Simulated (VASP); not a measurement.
# HfC (Fm-3m) in VASP: settings compared

The runs below take HfC through relaxation of cell and atoms, with PBE, PBEsol.

Everything below comes from runs of VASP 6.6.1. Logs are shortened: lines on timing, memory, paths and dates and some standing lists are left out, and cuts for length are marked.

## (1) The cell of the first run

The structure is cubic, space group Fm-3m (No. 225). Conventional cell: a = 4.650 Å, b = 4.650 Å, c = 4.650 Å, α = 90.00°, β = 90.00°, γ = 90.00°. Hf (site symmetry m-3m) has 6 C at 2.33 Å within 3.1 Å. Within 3.1 Å of C (site symmetry m-3m) lie 6 Hf at 2.33 Å.

## (2) Relaxation of cell and atoms, PBE

The input, INCAR:

```
SYSTEM = HfC
ALGO     = Normal         ! electronic algorithm
EDIFF    = 1E-6           ! SCF threshold, eV
EDIFFG   = -0.01          ! ionic threshold
ENCUT    = 600            ! plane-wave cutoff, eV
GGA      = PE             ! functional
IBRION   = 2              ! ionic algorithm
ISIF     = 3              ! what is computed and relaxed
ISMEAR   = -1             ! smearing method
LASPH    = .TRUE.         ! aspherical terms in the spheres
LCHARG   = .FALSE.        ! write CHGCAR
LREAL    = .FALSE.        ! projectors in reciprocal space
LWAVE    = .FALSE.        ! write WAVECAR
NELM     = 80             ! most SCF steps
NSW      = 80             ! ionic steps
PREC     = Accurate       ! precision mode
SIGMA    = 0.1            ! smearing width, eV
```

The input, KPOINTS:

```
k-points
0
G
  11 11 11
  0 0 0
```

The input, POSCAR:

```
HfC
1.0
    0.0000000000      2.3250000000      2.3250000000
    2.3250000000      0.0000000000      2.3250000000
    2.3250000000      2.3250000000      0.0000000000
Hf C
1 1
Direct
    0.5000000000      0.5000000000      0.5000000000
    0.0000000000      0.0000000000      0.0000000000
```

Potentials or basis: VASP PAW PBE potentials, release 64 (Hf_pv, C).

Command:

```
cat potpaw_PBE.64/Hf_pv/POTCAR potpaw_PBE.64/C/POTCAR > POTCAR
mpirun -np 1 vasp_std > vasp.out
```

OUTCAR:

```text
SYSTEM = HfC
   EDIFF = 1E-6
   EDIFFG = -0.01
   ENCUT = 600
   GGA = PE
   IBRION = 2
   ISIF = 3
   ISMEAR = -1
   LASPH = .TRUE.
   LREAL = .FALSE.
   NELM = 80
   NSW = 80
   PREC = Accurate

 ion  position               nearest neighbor table
   1  0.500  0.500  0.500-   2 2.33   2 2.33   2 2.33   2 2.33   2 2.33   2 2.33
   2  0.000  0.000  0.000-   1 2.33   1 2.33   1 2.33   1 2.33   1 2.33   1 2.33

  LATTYP: Found a face centered cubic cell.
 ALAT       =     4.6500000000

  Lattice vectors:

 A1 = (   0.0000000000,   2.3250000000,   2.3250000000)
 A2 = (   2.3250000000,   0.0000000000,   2.3250000000)
 A3 = (   2.3250000000,   2.3250000000,   0.0000000000)

Analysis of symmetry for initial positions (statically):
=====================================================================
 Subroutine PRICEL returns:
 Original cell was already a primitive cell.

 Routine SETGRP: Setting up the symmetry group for a
 face centered cubic supercell.

 Subroutine GETGRP returns: Found 48 space group operations
 (whereof 48 operations were pure point group operations)
 out of a pool of 48 trial point group operations.

The static configuration has the point symmetry O_h .

Analysis of symmetry for dynamics (positions and initial velocities):
=====================================================================
 Subroutine PRICEL returns:
 Original cell was already a primitive cell.

 Routine SETGRP: Setting up the symmetry group for a
 face centered cubic supercell.

 Subroutine GETGRP returns: Found 48 space group operations
 (whereof 48 operations were pure point group operations)
 out of a pool of 48 trial point group operations.

The dynamic configuration has the point symmetry O_h .

 Subroutine INISYM returns: Found 48 space group operations
 (whereof 48 operations are pure point group operations),
 and found     1 'primitive' translations

----------------------------------------------------------------------------------------

                                     Primitive cell

  volume of cell :      25.1362

  direct lattice vectors                    reciprocal lattice vectors
     0.000000000  2.325000000  2.325000000    -0.215053763  0.215053763  0.215053763
     2.325000000  0.000000000  2.325000000     0.215053763 -0.215053763  0.215053763
     2.325000000  2.325000000  0.000000000     0.215053763  0.215053763 -0.215053763

  length of vectors
     3.288046533  3.288046533  3.288046533     0.372484045  0.372484045  0.372484045

  position of ions in fractional coordinates (direct lattice)
     0.500000000  0.500000000  0.500000000
     0.000000000  0.000000000  0.000000000

  ion indices of the primitive-cell ions
   primitive index   ion index
                 1           1
                 2           2

----------------------------------------------------------------------------------------

 KPOINTS: k-points

Automatic generation of k-mesh.
 Grid dimensions read from file:
 generate k-points for:   11   11   11

 Generating k-lattice:

  Cartesian coordinates                     Fractional coordinates (reciprocal lattice)
    -0.019550342  0.019550342  0.019550342     0.090909091  0.000000000  0.000000000
     0.019550342 -0.019550342  0.019550342     0.000000000  0.090909091  0.000000000
     0.019550342  0.019550342 -0.019550342     0.000000000  0.000000000  0.090909091

  Length of vectors
     0.033862186  0.033862186  0.033862186

  Shift w.r.t. Gamma in fractional coordinates (k-lattice)
     0.000000000  0.000000000  0.000000000

 Subroutine IBZKPT returns following result:
 ===========================================

 Found     56 irreducible k-points:

 Following reciprocal coordinates:
            Coordinates               Weight
  0.000000  0.000000  0.000000      1.000000
  0.090909  0.000000  0.000000      8.000000
  0.181818  0.000000  0.000000      8.000000
  0.272727  0.000000  0.000000      8.000000
  0.363636  0.000000  0.000000      8.000000
  0.454545  0.000000  0.000000      8.000000
[... 16 lines left out ...]
 -0.272727  0.181818  0.000000     24.000000
 -0.181818  0.181818  0.000000     12.000000
 [... further k-points ...]
   k-points           NKPTS =     56   k-points in BZ     NKDIM =     56   number of bands    NBANDS=     11
   number of dos      NEDOS =    301   number of ions     NIONS =      2
   total plane-waves  NPLWV =  21952
   dimension x,y,z NGX =    28 NGY =   28 NGZ =   28
   dimension x,y,z NGXF=    56 NGYF=   56 NGZF=   56
   ions per type =               1   1
   NGX,Y,Z   is equivalent  to a cutoff of  14.16, 14.16, 14.16 a.u.
   NGXF,Y,Z  is equivalent  to a cutoff of  28.31, 28.31, 28.31 a.u.
 SYSTEM =  HfC
   PREC   = accura    normal or accurate (medium, high low for compatibility)
   ISTART =      0    job   : 0-new  1-cont  2-samecut
   ICHARG =      2    charge: 1-file 2-atom 10-const
   ISPIN  =      1    spin polarized calculation?
   LNONCOLLINEAR =      F non collinear calculations
   LSORBIT =      F    spin-orbit coupling
   LASPH  =      T    aspherical Exc in radial PAW
   ENCUT  =  600.0 eV  44.10 Ry    6.64 a.u.   6.57  6.57  6.57*2*pi/ulx,y,z
   NELM   =     80;   NELMIN=  2; NELMDL= -5     # of ELM steps
   EDIFF  = 0.1E-05   stopping-criterion for ELM
   LREAL  =      F    real-space projection
   EDIFFG = -.1E-01   stopping-criterion for IOM
   NSW    =     80    number of steps for IOM
   IBRION =      2    ionic relax: 0-MD 1-quasi-New 2-CG
   NFREE  =      1    steps in history (QN), initial steepest desc. (CG)
   ISIF   =      3    stress and relaxation
   ISYM   =      2    0-nonsym 1-usesym 2-fastsym
   POTIM  = 0.5000    time-step for ionic-motion
   TEBEG  =    0.0;   TEEND  =   0.0 temperature during run
   PSTRESS=    0.0 pullay stress
   NELECT =      14.0000    total number of electrons
   NUPDOWN=      -1.0000    fix difference up-down
   EMIN   =  10.00;   EMAX   =-10.00  energy-range for DOS
   EFERMI =   0.00;   METHOD = LEGACY
   ISMEAR =    -1;   SIGMA  =   0.10  broadening in eV -4-tet -1-fermi 0-gaus
   EFERMI_NEDOS =   21; number of points for ismear=-14 and -15
   IALGO  =     38    algorithm
   IMIX   =      4    mixing-type and parameters
     AMIX     =   0.40;   BMIX     =  1.00
     AMIX_MAG =   1.60;   BMIX_MAG =  1.00
  volume/ion in A,a.u.               =      12.57        84.81
  Fermi-wavevector in a.u.,A,eV,Ry     =   1.346949  2.545365 24.684672  1.814272
  Thomas-Fermi vector in A             =   2.474740
   LORBIT       =      0    0 simple, 1 ext, 2 COOP (PROOUT), +10 PAW based schemes
   GGA     = PE    functional components
   LHFCALC =     F    Hartree Fock is set to
   AEXX    =    0.0000 exact exchange contribution
   IVDW    =     0    specifies the selected vdW correction
   LEPSILON=     F    determine dielectric tensor
   LRPA    =     F    only Hartree local field effects (RPA)
 conjugate gradient relaxation of ions
 non-spin polarized calculation
  energy-cutoff  :      600.00
  volume of cell :       25.14
 maximum number of plane-waves:       869
   NGX = 13   NGY = 13   NGZ = 13

--------------------------------------- Ionic step        1  -------------------------------------------

 number of electron      14.0000000 magnetization

 Free energy of the ion-electron system (eV)
  ---------------------------------------------------
  ext. energy  EPLUGINS =         0.00000000
  ---------------------------------------------------
  free energy    TOTEN  =       -21.05087505 eV

  energy without entropy =      -21.04116152  energy(sigma->0) =      -21.04601828

------------------------ aborting loop because EDIFF is reached ----------------------------------------

  FORCE on cell =-STRESS in cart. coord.  units (eV):
  Direction    XX          YY          ZZ          XY          YZ          ZX
  --------------------------------------------------------------------------------------
  -------------------------------------------------------------------------------------
  Total       -0.0768668     -0.0768668     -0.0768668      0.0000000      0.0000000      0.0000000
  in kB       -4.8994865     -4.8994865     -4.8994865      0.0000000      0.0000000      0.0000000
  external PRESSURE =      -4.8994865 kB  Pullay stress =       0.0000000 kB
[... 57 lines left out ...]
  energy  without entropy=      -21.0409774914  energy(sigma->0) =      -21.04585262

--------------------------------------- Ionic step        3  -------------------------------------------

 number of electron      14.0000000 magnetization

 Free energy of the ion-electron system (eV)
  ---------------------------------------------------
  ext. energy  EPLUGINS =         0.00000000
  ---------------------------------------------------
  free energy    TOTEN  =       -21.05095640 eV

  energy without entropy =      -21.04123318  energy(sigma->0) =      -21.04609479

 E-fermi :   5.9740     XC(G=0): -12.2958

 val. band max:        5.8443822654   @ k =   0.4545   0.4545   0.0000
 cond. band min:       6.0832214975   @ k =  -0.4545   0.4545   0.0000
 fundamental gap:      0.2388392321
 Fermi energy:         5.9739554076

 k-point     1 :       0.0000    0.0000    0.0000
  band No.  band energies     occupation
      1     -23.5921      2.00000
      2     -23.5921      2.00000
      3     -23.5921      2.00000
      4      -6.3518      2.00000
      5       6.9687      0.00010
      6       6.9687      0.00010
      7       6.9687      0.00010
      8       7.3615      0.00000
      9       7.3615      0.00000
     10       7.3615      0.00000
     11       9.3666      0.00000
[... 309 lines left out ...]
 k-point    24 :      -0.1818    0.1818    0.0000
  band No.  band energies     occupation
      1     -23.9706      2.00000
      2     -23.7414      2.00000
      3     -23.6214      2.00000
      4      -4.4945      2.00000
      5       2.3425      2.00000
      6       3.7300      2.00000
      7       4.0924      2.00000
      8       8.6712      0.00000
      9       9.7635      0.00000
     10      10.7591      0.00000
     11      11.6485      0.00000

 [... further k-points ...]
[... 5 lines left out ...]
  --------------------------------------------------------------------------------------
  -------------------------------------------------------------------------------------
  Total        0.0019056      0.0019056      0.0019056      0.0000000      0.0000000     -0.0000000
  in kB        0.1217176      0.1217176      0.1217176      0.0000000      0.0000000     -0.0000000
  external PRESSURE =       0.1217176 kB  Pullay stress =       0.0000000 kB
[... 17 lines left out ...]
  FREE ENERGIE OF THE ION-ELECTRON SYSTEM (eV)
  ---------------------------------------------------
  free  energy   TOTEN  =       -21.0509564048 eV

  energy  without entropy=      -21.0412331850  energy(sigma->0) =      -21.04609479

 reached required accuracy - stopping structural energy minimisation
```

Run time: 31 s. Hardware: 1 thread of Intel Xeon Platinum 8124M at 3.00GHz (Skylake/Cascade Lake), shared host; peak memory 0.17 GiB.

Results:

- Free energy: -21.0510 eV
- Relaxed volume: 12.54 Å³/atom
- Relaxed cell: a = 3.286 Å, b = 3.286 Å, c = 3.286 Å, α = 60.00°, β = 60.00°, γ = 60.00°
- Space group after relaxing (to 0.05 Å): Fm-3m (No. 225)
- Energy gained by relaxing: 0.0 meV/atom
- Ionic steps: 3
- Pressure after relaxing: 0.0 GPa
- Band gap on the k mesh: zero (band 7 reaches 6.97 eV, above the bottom of band 8 at 5.54 eV)

Final structure:
```xyz
2
Lattice="0.0000 2.3234 2.3234 2.3234 0.0000 2.3234 2.3234 2.3234 0.0000" Properties=species:S:1:pos:R:3 pbc="T T T"
Hf    2.3234    2.3234    2.3234
C     0.0000    0.0000    0.0000
```

Levels at points of the mesh, in eV from the Fermi level:
| k point | band 4 | band 5 | band 6 | band 7 | band 8 | band 9 | band 10 | band 11 |
| --- | --- | --- | --- | --- | --- | --- | --- | --- |
| (0.00, 0.00, 0.00) | -12.33 | 0.99 | 0.99 | 0.99 | 1.39 | 1.39 | 1.39 | 3.39 |

Caveat: spin-orbit coupling is left out, which moves the levels of the heavy elements.

## (3) Relaxation of cell and atoms, PBEsol

The input, INCAR:

```
ALGO     = Normal         # electronic algorithm
EDIFF    = 1E-6           # SCF threshold, eV
EDIFFG   = -0.01          # ionic threshold
ENCUT    = 600            # plane-wave cutoff, eV
GGA      = PS             # functional
IBRION   = 2              # ionic algorithm
ISIF     = 3              # what is computed and relaxed
ISMEAR   = -1             # smearing method
LASPH    = T              # aspherical terms in the spheres
LCHARG   = F              # write CHGCAR
LREAL    = F              # projectors in reciprocal space
LWAVE    = F              # write WAVECAR
NELM     = 80             # most SCF steps
NSW      = 80             # ionic steps
PREC     = Accurate       # precision mode
SIGMA    = 0.1            # smearing width, eV
```

The input, KPOINTS:

```
k-points
0
Gamma
  11 11 11
```

POSCAR is that of step 2.

Potentials or basis: VASP PAW PBE potentials, release 64 (Hf_pv, C).

Command:

```
cat potpaw_PBE.64/Hf_pv/POTCAR potpaw_PBE.64/C/POTCAR > POTCAR
mpirun -np 1 vasp_std > vasp.out
```

OUTCAR:

```text
EDIFF = 1E-6
   EDIFFG = -0.01
   ENCUT = 600
   GGA = PS
   IBRION = 2
   ISIF = 3
   ISMEAR = -1
   LASPH = T
   LREAL = F
   NELM = 80
   NSW = 80
   PREC = Accurate

 ion  position               nearest neighbor table
   1  0.500  0.500  0.500-   2 2.33   2 2.33   2 2.33   2 2.33   2 2.33   2 2.33
   2  0.000  0.000  0.000-   1 2.33   1 2.33   1 2.33   1 2.33   1 2.33   1 2.33

  LATTYP: Found a face centered cubic cell.
 ALAT       =     4.6500000000

  Lattice vectors:

 A1 = (   0.0000000000,   2.3250000000,   2.3250000000)
 A2 = (   2.3250000000,   0.0000000000,   2.3250000000)
 A3 = (   2.3250000000,   2.3250000000,   0.0000000000)

Analysis of symmetry for initial positions (statically):
=====================================================================
 Subroutine PRICEL returns:
 Original cell was already a primitive cell.

 Routine SETGRP: Setting up the symmetry group for a
 face centered cubic supercell.

 Subroutine GETGRP returns: Found 48 space group operations
 (whereof 48 operations were pure point group operations)
 out of a pool of 48 trial point group operations.

The static configuration has the point symmetry O_h .

Analysis of symmetry for dynamics (positions and initial velocities):
=====================================================================
 Subroutine PRICEL returns:
 Original cell was already a primitive cell.

 Routine SETGRP: Setting up the symmetry group for a
[... 164 lines left out ...]
  external PRESSURE =     -70.2673246 kB  Pullay stress =       0.0000000 kB
[... 95 lines left out ...]
--------------------------------------- Ionic step        4  -------------------------------------------

 number of electron      13.9999999 magnetization

 Free energy of the ion-electron system (eV)
  ---------------------------------------------------
  ext. energy  EPLUGINS =         0.00000000
  ---------------------------------------------------
  free energy    TOTEN  =       -22.20099544 eV

  energy without entropy =      -22.19080894  energy(sigma->0) =      -22.19590219

 E-fermi :   6.0378     XC(G=0): -12.5663

 val. band max:        5.9548178621   @ k =   0.4545   0.4545   0.0000
 cond. band min:       6.1010311258   @ k =   0.1818   0.1818   0.0000
 fundamental gap:      0.1462132637
 Fermi energy:         6.0378142348

 k-point     1 :       0.0000    0.0000    0.0000
  band No.  band energies     occupation
      1     -23.3238      2.00000
      2     -23.3238      2.00000
      3     -23.3238      2.00000
      4      -6.4052      2.00000
      5       7.0761      0.00006
      6       7.0761      0.00006
      7       7.0761      0.00006
      8       7.3858      0.00000
      9       7.3858      0.00000
     10       7.3858      0.00000
     11       9.4886      0.00000
[... 309 lines left out ...]
 k-point    24 :      -0.1818    0.1818    0.0000
  band No.  band energies     occupation
      1     -23.7505      2.00000
      2     -23.4915      2.00000
      3     -23.3560      2.00000
      4      -4.4513      2.00000
      5       2.3305      2.00000
      6       3.7171      2.00000
      7       4.0924      2.00000
      8       8.7428      0.00000
      9       9.8979      0.00000
     10      10.9357      0.00000
     11      11.9036      0.00000

 [... further k-points ...]
[... 5 lines left out ...]
  --------------------------------------------------------------------------------------
  -------------------------------------------------------------------------------------
  Total        0.0087648      0.0087648      0.0087648     -0.0000000      0.0000000      0.0000000
  in kB        0.5753858      0.5753858      0.5753858     -0.0000000      0.0000000      0.0000000
  external PRESSURE =       0.5753858 kB  Pullay stress =       0.0000000 kB
[... 17 lines left out ...]
  FREE ENERGIE OF THE ION-ELECTRON SYSTEM (eV)
  ---------------------------------------------------
  free  energy   TOTEN  =       -22.2009954385 eV

  energy  without entropy=      -22.1908089447  energy(sigma->0) =      -22.19590219

 reached required accuracy - stopping structural energy minimisation
```

Wall time 43 s (1 thread of Intel Xeon Platinum 8124M at 3.00GHz (Skylake/Cascade Lake), shared host); peak memory 0.18 GiB.

Results:

```yaml
Free_energy: -22.2010 eV
Relaxed_volume: 12.20 Å³/atom
Relaxed_cell: a = 3.256 Å, b = 3.256 Å, c = 3.256 Å, α = 60.00°, β = 60.00°, γ = 60.00°
Space_group_after_relaxing_to_0.05_Å: Fm-3m (No. 225)
Energy_gained_by_relaxing: 8.2 meV/atom
Ionic_steps: 4
Pressure_after_relaxing: 0.1 GPa
Band_gap_on_the_k_mesh: zero (band 7 reaches 7.08 eV, above the bottom of band 8 at 5.61 eV)
```

The path:
```
step  energy change (eV)  largest force (eV/Å)  pressure (GPa)  volume (Å³)
   1              0.0000                0.0000           -7.03        25.14
   2              0.0371                0.0000           14.55        23.18
   3             -0.0163                0.0000           -0.18        24.42
   4             -0.0163                0.0000            0.06        24.41
```

Final structure:
```yaml
crystal:
  lattice:
    - [0.00000, 2.30226, 2.30226]
    - [2.30226, 0.00000, 2.30226]
    - [2.30226, 2.30226, 0.00000]
  atoms:
    - { symbol: Hf, position: [0.50000, 0.50000, 0.50000] }
    - { symbol: C, position: [0.00000, 0.00000, 0.00000] }
```

Levels at points of the mesh, in eV from the Fermi level:
| k point | band 4 | band 5 | band 6 | band 7 | band 8 | band 9 | band 10 | band 11 |
| --- | --- | --- | --- | --- | --- | --- | --- | --- |
| (0.00, 0.00, 0.00) | -12.44 | 1.04 | 1.04 | 1.04 | 1.35 | 1.35 | 1.35 | 3.45 |

Caveat: the PAW data sets were made with another functional, which shifts forces and pressure a little; spin-orbit coupling is left out, which moves the levels of the heavy elements.
